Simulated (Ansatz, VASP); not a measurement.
## GaP in VASP and in Ansatz

The input INCAR:

```
PREC = Accurate ; ENCUT = 520
EDIFF = 1E-6 ; ISMEAR = 0
SIGMA = 0.05 ; LREAL = False
LASPH = True ; NELM = 60
ALGO = Normal ; ISIF = 2
LWAVE = False ; LCHARG = False
GGA = PS ; NBANDS = 16
```

KPOINTS

```
Automatic mesh
0
Gamma
  8 8 8
```

POSCAR

```
GaP
1.0
    0.0000000000      2.9432700000      2.8342600000
    2.9432700000      0.0000000000      2.8342600000
    2.9432700000      2.9432700000      0.0000000000
Ga P
1 1
Direct
    0.0000000000      0.0000000000      0.0000000000
    0.7500000000      0.7500000000      0.7500000000
```

Input for Ansatz:

```yaml
crystal:
  lattice:
    - [0.0, 2.94327, 2.83426]
    - [2.94327, 0.0, 2.83426]
    - [2.94327, 2.94327, 0.0]
  atoms:
    - { symbol: Ga, position: [0.0, 0.0, 0.0] }
    - { symbol: P, position: [0.75, 0.75, 0.75] }
basis:
  ecutwfc: 420
kpoints:
  mp_grid: { grid: [8, 8, 8] }
hamiltonian:
  xc: pbesol
scf:
  occupations: { method: gaussian, width: 0.05 }
output:
  forces: true
  stress: true
  eigenvalues: true
```

Change from the starting cell: strain +0.080 along x and y, +0.040 along z, atoms carried along.

Alike in both runs: task single point; functional PBEsol; k mesh 8 × 8 × 8; occupations gaussian, width 0.05 eV; no spin polarisation.

|  | VASP | Ansatz |
| --- | --- | --- |
| version | VASP 6.6.1 | Ansatz 0.2.0 |
| potentials or method | VASP PAW PBE potentials, release 64 (Ga_d, P), cutoff 520 eV | scalar-relativistic, plane waves, PAW |
| valence electrons in the cell | 18 | 18 |

Ansatz gave:

```
gap on the k mesh at the Fermi level (eV)                     : 0.13
least direct gap on the mesh (eV)                             : 0.13
pressure (GPa)                                                : -10.7
traceless stress, the component that is largest in VASP (GPa) : 1.60
```

Q: Which values does VASP return?

A: gap on the k mesh at the Fermi level (eV): 0.13; least direct gap on the mesh (eV): 0.13; pressure (GPa): -10.8; traceless stress, the component that is largest in VASP (GPa): 1.60.

VASP's potentials were made for PBE, not for PBEsol.
